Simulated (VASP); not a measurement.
# SnO2 (R-3m) in VASP: notebook

The runs below take SnO2 through single point, with PBE.

Everything below comes from runs of VASP 6.6.1. Logs are shortened: lines on timing, memory, paths and dates and some standing lists are left out, and cuts for length are marked.

## 1. The cell of the first run

Symmetry: R-3m, No. 166, trigonal system. Conventional cell: a = 3.104 Å, b = 3.104 Å, c = 15.118 Å, α = 90.00°, β = 90.00°, γ = 120.00°. Within 2.8 Å of Sn (site symmetry -3m) lie 6 O at 2.13 Å. O (site symmetry 3m) has 3 Sn at 2.13 Å within 2.8 Å.

## 2. Single point, PBE (strained and its atoms moved)

Input file INCAR:

```
SYSTEM = SnO2
ALGO     = Normal         ! electronic algorithm
EDIFF    = 1E-6           ! SCF threshold, eV
ENCUT    = 520            ! plane-wave cutoff, eV
GGA      = PE             ! functional
ISIF     = 2              ! what is computed and relaxed
ISMEAR   = 0              ! smearing method
LASPH    = .TRUE.         ! aspherical terms in the spheres
LCHARG   = .FALSE.        ! write CHGCAR
LREAL    = .FALSE.        ! projectors in reciprocal space
LWAVE    = .FALSE.        ! write WAVECAR
NBANDS   = 20             ! bands
NELM     = 60             ! most SCF steps
PREC     = Accurate       ! precision mode
SIGMA    = 0.02           ! smearing width, eV
```

Input file KPOINTS:

```
k-points
0
G
  12 12 12
  0 0 0
```

Input file POSCAR:

```
SnO2
1.0
    1.5520050789      0.8960505501      5.0394220651
   -1.5520050789      0.8960505501      5.0394220651
    0.0000000000     -1.7921011003      5.0394220651
Sn O
1 2
Direct
    0.5000000000      0.5000000000      0.5000000000
    0.2422724737      0.2422724737      0.2422724737
    0.7577275263      0.7577275263      0.7577275263
```

Potentials or basis: VASP PAW PBE potentials, release 64 (Sn_d, O).

The run is started by

```bash
cat potpaw_PBE.64/Sn_d/POTCAR potpaw_PBE.64/O/POTCAR > POTCAR
mpirun -np 1 vasp_std > vasp.out
```

OUTCAR:

```text
SYSTEM = SnO2
   EDIFF = 1E-6
   ENCUT = 520
   GGA = PE
   ISIF = 2
   ISMEAR = 0
   LASPH = .TRUE.
   LREAL = .FALSE.
   NELM = 60
   PREC = Accurate

 ion  position               nearest neighbor table
   1  0.500  0.500  0.500-   2 2.13   2 2.13   3 2.13   3 2.13   2 2.13   3 2.13
   2  0.242  0.242  0.242-   1 2.13   1 2.13   1 2.13
   3  0.758  0.758  0.758-   1 2.13   1 2.13   1 2.13

  LATTYP: Found a trigonal (rhomboedric) cell.
 ALAT       =     5.3485887020
 COS(alpha) =     0.8316016365

  Lattice vectors:

 A1 = (   1.5520050789,   0.8960505501,   5.0394220651)
 A2 = (  -1.5520050789,   0.8960505501,   5.0394220651)
 A3 = (   0.0000000000,  -1.7921011003,   5.0394220651)

Analysis of symmetry for initial positions (statically):
=====================================================================
 Subroutine PRICEL returns:
 Original cell was already a primitive cell.

 Routine SETGRP: Setting up the symmetry group for a
 trigonal (rhombohedral) supercell.

 Subroutine GETGRP returns: Found 12 space group operations
 (whereof 12 operations were pure point group operations)
 out of a pool of 12 trial point group operations.

The static configuration has the point symmetry D_3d.

Analysis of symmetry for dynamics (positions and initial velocities):
=====================================================================
 Subroutine PRICEL returns:
 Original cell was already a primitive cell.

 Routine SETGRP: Setting up the symmetry group for a
 trigonal (rhombohedral) supercell.

 Subroutine GETGRP returns: Found 12 space group operations
 (whereof 12 operations were pure point group operations)
 out of a pool of 12 trial point group operations.

The dynamic configuration has the point symmetry D_3d.

 Subroutine INISYM returns: Found 12 space group operations
 (whereof 12 operations are pure point group operations),
 and found     1 'primitive' translations

----------------------------------------------------------------------------------------

                                     Primitive cell

  volume of cell :      42.0492

  direct lattice vectors                    reciprocal lattice vectors
     1.552005079  0.896050550  5.039422065     0.322163894  0.186001411  0.066145151
    -1.552005079  0.896050550  5.039422065    -0.322163894  0.186001411  0.066145151
     0.000000000 -1.792101100  5.039422065     0.000000000 -0.372002822  0.066145151

[... 82 lines left out ...]
   LASPH  =      T    aspherical Exc in radial PAW
   ENCUT  =  520.0 eV  38.22 Ry    6.18 a.u.   9.94  9.94  9.94*2*pi/ulx,y,z
   NELM   =     60;   NELMIN=  2; NELMDL= -5     # of ELM steps
   EDIFF  = 0.1E-05   stopping-criterion for ELM
   LREAL  =      F    real-space projection
   EDIFFG = 0.1E-04   stopping-criterion for IOM
   NSW    =      0    number of steps for IOM
   IBRION =     -1    ionic relax: 0-MD 1-quasi-New 2-CG
   NFREE  =      0    steps in history (QN), initial steepest desc. (CG)
   ISIF   =      2    stress and relaxation
   ISYM   =      2    0-nonsym 1-usesym 2-fastsym
   POTIM  = 0.5000    time-step for ionic-motion
   TEBEG  =    0.0;   TEEND  =   0.0 temperature during run
   PSTRESS=    0.0 pullay stress
   NELECT =      26.0000    total number of electrons
   NUPDOWN=      -1.0000    fix difference up-down
   EMIN   =  10.00;   EMAX   =-10.00  energy-range for DOS
   EFERMI =   0.00;   METHOD = LEGACY
   ISMEAR =     0;   SIGMA  =   0.02  broadening in eV -4-tet -1-fermi 0-gaus
   EFERMI_NEDOS =   21; number of points for ismear=-14 and -15
   IALGO  =     38    algorithm
   IMIX   =      4    mixing-type and parameters
     AMIX     =   0.40;   BMIX     =  1.00
     AMIX_MAG =   1.60;   BMIX_MAG =  1.00
  volume/ion in A,a.u.               =      14.02        94.59
  Fermi-wavevector in a.u.,A,eV,Ry     =   1.394698  2.635596 26.465802  1.945182
  Thomas-Fermi vector in A             =   2.518222
   LORBIT       =      0    0 simple, 1 ext, 2 COOP (PROOUT), +10 PAW based schemes
   GGA     = PE    functional components
   LHFCALC =     F    Hartree Fock is set to
   AEXX    =    0.0000 exact exchange contribution
   IVDW    =     0    specifies the selected vdW correction
   LEPSILON=     F    determine dielectric tensor
   LRPA    =     F    only Hartree local field effects (RPA)
 non-spin polarized calculation
 Gauss-broadening in eV      SIGMA  =   0.02
  energy-cutoff  :      520.00
  volume of cell :       42.05
 maximum number of plane-waves:      1154
   NGX = 19   NGY = 19   NGZ = 19

 number of electron      26.0000005 magnetization

 Free energy of the ion-electron system (eV)
  ---------------------------------------------------
  ext. energy  EPLUGINS =         0.00000000
  ---------------------------------------------------
  free energy    TOTEN  =       -17.95052942 eV

  energy without entropy =      -17.95052942  energy(sigma->0) =      -17.95052942

 E-fermi :   3.4718     XC(G=0): -10.1809

 val. band max:        3.3611186761   @ k =   0.5000   0.5000  -0.0000
 cond. band min:       5.7791741450   @ k =   0.0000   0.0000   0.0000
 fundamental gap:      2.4180554690
 Fermi energy:         3.4717638658

 k-point     1 :       0.0000    0.0000    0.0000
  band No.  band energies     occupation
      1     -16.4456      2.00000
      2     -16.3687      2.00000
      3     -16.3687      2.00000
      4     -16.0959      2.00000
      5     -16.0959      2.00000
      6     -14.6262      2.00000
[... 541 lines left out ...]
     19      16.9011      0.00000
     20      18.5575      0.00000

 [... further k-points ...]

------------------------ aborting loop because EDIFF is reached ----------------------------------------

  FORCE on cell =-STRESS in cart. coord.  units (eV):
  Direction    XX          YY          ZZ          XY          YZ          ZX
  --------------------------------------------------------------------------------------
  -------------------------------------------------------------------------------------
  Total        2.6956055      2.6956055     -2.2179091     -0.0000000      0.0000000      0.0000000
  in kB      102.7091858    102.7091859    -84.5077807     -0.0000000      0.0000000      0.0000000
  external PRESSURE =      40.3035303 kB  Pullay stress =       0.0000000 kB

 VOLUME and BASIS-vectors are now :
 -----------------------------------------------------------------------------
  energy-cutoff  :      520.00
  volume of cell :       42.05
      direct lattice vectors                 reciprocal lattice vectors
     1.552005079  0.896050550  5.039422065     0.322163894  0.186001411  0.066145151
    -1.552005079  0.896050550  5.039422065    -0.322163894  0.186001411  0.066145151
     0.000000000 -1.792101100  5.039422065     0.000000000 -0.372002822  0.066145151

 POSITION                                       TOTAL-FORCE (eV/Angst)
 -----------------------------------------------------------------------------------
      0.00000     -0.00000      7.55913        -0.000000      0.000000     -0.000000
      0.00000     -0.00000      3.66274         0.000000      0.000000     -1.058638
      0.00000     -0.00000     11.45553         0.000000     -0.000000      1.058638
 -----------------------------------------------------------------------------------
    total drift:                                0.000000      0.000000     -0.000000

  FREE ENERGIE OF THE ION-ELECTRON SYSTEM (eV)
  ---------------------------------------------------
  free  energy   TOTEN  =       -17.9505294180 eV

  energy  without entropy=      -17.9505294180  energy(sigma->0) =      -17.95052942
```

OSZICAR:

```text
N       E                     dE             d eps       ncg     rms          rms(c)
DAV:   1     0.257472612915E+03    0.25747E+03   -0.14047E+04  8032   0.192E+03
DAV:   2     0.862514677288E+01   -0.24885E+03   -0.23546E+03  8232   0.501E+02
DAV:   3    -0.198276289287E+02   -0.28453E+02   -0.28181E+02  8880   0.142E+02
DAV:   4    -0.206377688648E+02   -0.81014E+00   -0.80945E+00  8144   0.258E+01
DAV:   5    -0.206541367755E+02   -0.16368E-01   -0.16367E-01  9412   0.388E+00    0.103E+01
DAV:   6    -0.179737672051E+02    0.26804E+01   -0.11300E+01 11696   0.559E+01    0.445E+00
DAV:   7    -0.179661742948E+02    0.75929E-02   -0.66100E-01  7776   0.698E+00    0.208E+00
DAV:   8    -0.179513517748E+02    0.14823E-01   -0.62681E-02  8068   0.244E+00    0.529E-01
DAV:   9    -0.179500872352E+02    0.12645E-02   -0.86396E-03 10756   0.138E+00    0.887E-02
DAV:  10    -0.179504998086E+02   -0.41257E-03   -0.16883E-03  7932   0.323E-01    0.371E-02
DAV:  11    -0.179505251137E+02   -0.25305E-04   -0.50890E-05 10976   0.708E-02    0.194E-02
DAV:  12    -0.179505294844E+02   -0.43707E-05   -0.93263E-06  7940   0.290E-02    0.447E-03
DAV:  13    -0.179505294180E+02    0.66338E-07   -0.68386E-07  6524   0.806E-03
   1 F= -.17950529E+02 E0= -.17950529E+02  d E =-.295566E-17
```

stdout:

```text
POSCAR found type information on POSCAR SnO
 POSCAR found :  2 types and       3 ions
 scaLAPACK will be used
 LDA part: xc-table for (Slater+PW92), standard interpolation
 POSCAR, INCAR and KPOINTS ok, starting setup
 FFT: planning ... GRIDC
 FFT: planning ... GRID_SOFT
 FFT: planning ... GRID
 WAVECAR not read
 entering main loop
```

Wall time 2.3 min (1 thread of Intel Xeon 6975P-C (Granite Rapids), shared host); peak memory 0.33 GiB.

What came out:

* Free energy: -17.9505 eV
* Pressure: 4.0 GPa
* Largest force: 1.059 eV/Å
* Band gap on the k mesh: 2.42 eV, indirect (least direct gap 2.56 eV)

Forces in eV/Å, atoms in the order of the input:
```
Sn   0.000  0.000  0.000
O    0.000  0.000 -1.059
O    0.000  0.000  1.059
```

Levels at points of the mesh, in eV from the valence-band top:
| k point | band 11 | band 12 | band 13 | band 14 | band 15 | band 16 |
| --- | --- | --- | --- | --- | --- | --- |
| (0.00, 0.00, 0.00) | -0.42 | -0.42 | -0.14 | 2.42 | 6.08 | 12.12 |
| (0.50, 0.00, 0.00) | -1.74 | -0.52 | -0.42 | 5.51 | 7.38 | 10.99 |
| (0.50, 0.50, 0.00) | -1.47 | -0.30 | 0.00 | 5.20 | 6.73 | 11.16 |
| (0.50, 0.50, 0.50) | -0.92 | -0.37 | -0.37 | 3.57 | 5.96 | 12.23 |

Caveat: the cell differs from its parent crystal (strained and its atoms moved); spin-orbit coupling is left out, which moves the levels of the heavy elements; forces of over 1 eV/Å act on the atoms, so gaps and moduli don't describe the material at rest.

## 3. Single point, PBE (strained and its atoms moved)

Input file INCAR:

```
  ALGO = Normal
  EDIFF = 1E-7
  ENCUT = 520
  GGA = PE
  ISIF = 2
  ISMEAR = 0
  LASPH = T
  LCHARG = F
  LREAL = F
  LWAVE = F
  NBANDS = 20
  NELM = 80
  PREC = Accurate
  SIGMA = 0.02
```

Input file KPOINTS:

```
k-points
0
Gamma
  12 12 12
```

Input file POSCAR:

```
SnO2
1.0
    1.6656382093      0.9616566686      4.5126530408
   -1.6656382093      0.9616566686      4.5126530408
    0.0000000000     -1.9233133371      4.5126530408
Sn O
1 2
Direct
    0.5000000000      0.5000000000      0.5000000000
    0.2456741228      0.2456741228      0.2456741228
    0.7543258772      0.7543258772      0.7543258772
```

Potentials or basis: VASP PAW PBE potentials, release 64 (Sn_d, O).

The run is started by

```bash
cat potpaw_PBE.64/Sn_d/POTCAR potpaw_PBE.64/O/POTCAR > POTCAR
mpirun -np 1 vasp_std > vasp.out
```

Wall time 83 s (1 thread of Intel Xeon 6975P-C (Granite Rapids), shared host); peak memory 0.31 GiB.

It converged, with:

```
Free energy            : -18.0078 eV
Pressure               : -11.6 GPa
Largest force          : 1.240 eV/Å
Band gap on the k mesh : 0.93 eV, direct
```

Forces on the atoms (eV/Å):
```
Sn   0.000  0.000  0.000
O    0.000  0.000 -1.240
O    0.000  0.000  1.240
```

Stress tensor (GPa, compression positive):
```
-13.02   0.00   0.00
  0.00 -13.02   0.00
  0.00   0.00  -8.82
```

Levels at points of the mesh, in eV from the valence-band top:
| k point | band 9 | band 10 | band 11 | band 12 | band 13 | band 14 | band 15 | band 16 | band 17 | band 18 |
| --- | --- | --- | --- | --- | --- | --- | --- | --- | --- | --- |
| (0.00, 0.00, 0.00) | -1.32 | -1.32 | -1.16 | -1.16 | 0.00 | 0.93 | 4.98 | 9.83 | 9.83 | 12.17 |
| (0.50, 0.00, 0.00) | -3.93 | -2.76 | -1.82 | -0.98 | -0.97 | 4.19 | 7.00 | 9.09 | 11.11 | 11.60 |
| (0.50, 0.50, 0.00) | -4.35 | -3.00 | -1.15 | -0.64 | -0.13 | 3.79 | 5.99 | 9.68 | 10.58 | 11.06 |
| (0.50, 0.50, 0.50) | -1.56 | -1.49 | -1.49 | -1.02 | -1.02 | 2.71 | 5.03 | 10.13 | 10.13 | 13.61 |

Caveat: the cell differs from its parent crystal (strained and its atoms moved); spin-orbit coupling is left out, which moves the levels of the heavy elements; forces of over 1 eV/Å act on the atoms, so gaps and moduli don't describe the material at rest. A k mesh can miss the band edges.
